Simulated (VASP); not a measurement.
A run of VASP 6.6.1 is set up as follows.

Contents of INCAR:

```
PREC = Accurate
ENCUT = 520
EDIFF = 1E-6
ISMEAR = 0
SIGMA = 0.05
LREAL = False
LASPH = True
NELM = 100
ALGO = Normal
ISIF = 2
LWAVE = False
LCHARG = False
GGA = PS
NBANDS = 26
```

KPOINTS

```
Automatic mesh
0
Gamma
  10 10 6
```

POSCAR

```
AgCl
1.0
    3.2535431896      0.0000000000      0.0000000000
    0.0000000000      3.3311591989      0.0000000000
    0.0000000000      0.0000000000      6.6623183978
Ag Cl
2 2
Direct
    0.0000000000      0.0000000000      0.0000000000
    0.0000000000      0.0000000000      0.5000000000
    0.3213834991      0.5000000000      0.2500000000
    0.6786165009      0.5000000000      0.7500000000
```

Potentials or basis: VASP PAW PBE potentials, release 64 (Ag, Cl).

Command:

```bash
$ cat potpaw_PBE.64/Ag/POTCAR potpaw_PBE.64/Cl/POTCAR > POTCAR
$ mpirun -np 1 vasp_std > vasp.out
```

Problem. What does it give for the band gap on the k mesh?

Solution. 0.57 eV (least direct gap 0.62 eV).

Problem. What does it give for the largest force?

Solution. 0.317 eV/Å.

Problem. What does it give for the pressure?

Solution. 6.8 GPa.

Stress tensor (GPa, compression positive):
```
6.21 0.00 0.00
0.00 8.51 0.00
0.00 0.00 5.80
```

Caveat: the cell differs from its parent crystal (atoms displaced along a vibrational mode, the cell strained); the cell stands under pressure; semilocal functionals underestimate gaps, and a narrow one can read as zero; the PAW data sets were made with another functional, which shifts forces and pressure a little. A k mesh can miss the band edges.
